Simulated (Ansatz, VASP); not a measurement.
One calculation of SnSe, two programs

The input INCAR:

```
SYSTEM = SnSe
PREC = Accurate
ENCUT = 500
EDIFF = 1E-6
ISMEAR = 0
SIGMA = 0.05
LREAL = .False.
LASPH = .True.
NELM = 120
ALGO = Normal
ISIF = 2
LWAVE = .False.
LCHARG = .False.
NBANDS = 17
GGA_COMPAT = .False.
```

File KPOINTS:

```
Automatic mesh
0
Gamma
  6 6 6
  0 0 0
```

Contents of POSCAR:

```
SnSe
1.0
    0.0000000000      3.2288433459      3.2288433459
    3.2288433459      0.0000000000      3.2288433459
    3.2288433459      3.2288433459      0.0000000000
Sn Se
1 1
Direct
    0.0000000000      0.0000000000      0.0000000000
    0.2500000000      0.2500000000      0.2500000000
```

Input for Ansatz:

```yaml
crystal:
  lattice:
    - [0.0, 3.2288433456, 3.2288433456]
    - [3.2288433456, 0.0, 3.2288433456]
    - [3.2288433456, 3.2288433456, 0.0]
  atoms:
    - { symbol: Sn, position: [0.0, 0.0, 0.0] }
    - { symbol: Se, position: [0.25, 0.25, 0.25] }
basis:
  ecutwfc: 420
kpoints:
  mp_grid: { grid: [6, 6, 6] }
hamiltonian:
  xc: lda
scf:
  occupations: { method: gaussian, width: 0.05 }
output:
  forces: true
  stress: true
  eigenvalues: true
```

Alike in both runs: task single point; functional LDA; k mesh 6 × 6 × 6; occupations gaussian, width 0.05 eV; no spin polarisation.

|  | VASP | Ansatz |
| --- | --- | --- |
| version | VASP 6.6.1 | Ansatz 0.2.0 |
| potentials or method | VASP PAW LDA potentials, release 64 (Sn_d, Se), cutoff 500 eV | scalar-relativistic, plane waves, PAW |
| valence electrons in the cell | 20 | 30 |

VASP gave:

```
gap on the k mesh at the Fermi level (eV) : none
pressure (GPa)                            : 2.1
```

**Question.** Which values does Ansatz return?

**Answer.** gap on the k mesh at the Fermi level (eV): none; pressure (GPa): 2.0.

LDA's correlation is that of Perdew and Zunger in VASP and of Perdew and Wang (1992) in Ansatz. A gap of «none» marks a metal or a gap that the smearing closes. VASP's potentials hold 20 valence electrons a cell and Ansatz's 30, so a difference there can come from the potentials and not from the codes.
